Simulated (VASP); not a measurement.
Crystal: Fe.

```xyz
2
Lattice="0.0000 2.3755 2.3755 2.3755 0.0000 2.3755 2.3755 2.3755 0.0000" Properties=species:S:1:pos:R:3 pbc="T T T"
Fe    2.3755    2.3755    2.3755
Fe    3.5633    3.5633    3.5633
```

| Property | Result |
| --- | --- |
| Program | VASP 6.6.1 |
| Task | relaxation of cell and atoms |
| Functional | r2SCAN |
| Potentials or basis | VASP PAW PBE potentials, release 64 (Fe) |
| Cutoff | 600 eV |
| k mesh | 6 × 6 × 6 |
| Occupations | gaussian, width 0.1 eV |
| Spin | collinear spin, ferromagnetic start |
| Starting moments | [0.13, 0.13] μB |

At the start: pressure 5.6 GPa; volume 13.41 Å³/atom.

Task: How do energy, volume and symmetry change on relaxing?

Result: Over 3 steps the energy falls by 6.9 meV/atom and the volume is 13.82 Å³/atom (+3.1 %); space group Fd-3m (No. 227, to 0.05 Å); moment 0.00 μB per cell.

Step by step:
| step | energy change (eV) | largest force (eV/Å) | pressure (GPa) | volume (Å³) |
| --- | --- | --- | --- | --- |
| 1 | 0.0000 | 0.0000 | 5.59 | 26.81 |
| 2 | 0.0053 | 0.0000 | -5.73 | 28.67 |
| 3 | -0.0138 | 0.0000 | -0.03 | 27.64 |

Final structure:
```
Fe
1.0
     0.00000    2.39977    2.39977
     2.39977    0.00000    2.39977
     2.39977    2.39977    0.00000
Fe
2
Cartesian
  2.3998 2.3998 2.3998
  3.5997 3.5997 3.5997
```

Caveat: the k points lie up to 0.38 Å⁻¹ apart in the final cell; the PAW data sets were made with another functional, which shifts forces and pressure a little.
